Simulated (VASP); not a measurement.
Set up this calculation in VASP 6.6.1, as the native input.

```yaml
Task: single point
Functional: PBE
Potentials_or_basis: VASP PAW PBE potentials, release 64 (Cd)
Cutoff: 520 eV
k_mesh: 15 × 15 × 14
Occupations: fermi-dirac, width 0.05 eV
Spin: no spin polarisation
Dipole_correction: no
Further_INCAR_settings: ALGO = Normal; EDIFF = 1e-06; NBANDS = 12
```

The structure of Cd lies in POSCAR:

```
Cd
1.0
    2.9446152171      0.0000000000      0.0000000000
   -1.4723076086      2.5501115824      0.0000000000
    0.0000000000      0.0000000000      2.9648595553
Cd
1
Direct
    0.0000000000      0.0000000000      0.0000000000
```

This isn't the form of Cd at room conditions, which is hcp.

These files were run (other wordings do the same):

INCAR

```
ALGO = Normal
EDIFF = 1E-6
ENCUT = 520
GGA = PE
ISIF = 2
ISMEAR = -1
LASPH = True
LCHARG = False
LREAL = False
LWAVE = False
NBANDS = 12
NELM = 100
PREC = Accurate
SIGMA = 0.05
```

KPOINTS

```
k-points
0
Gamma
  15 15 14
```

Potentials or basis: VASP PAW PBE potentials, release 64 (Cd).

The run is started by

```sh
$ cat potpaw_PBE.64/Cd/POTCAR > POTCAR
$ mpirun -np 1 vasp_std > vasp.out
```

It gave:

The pressure is 6.5 GPa. The band gap on the k mesh is zero (bands 6 and 7 overlap by 6.62 eV).

Caveat: the cell stands under pressure.

It took 12 s on 1 thread of Intel(R) Xeon(R) 6975P-C (Granite Rapids), with other jobs on the host, peak memory 0.17 GiB.
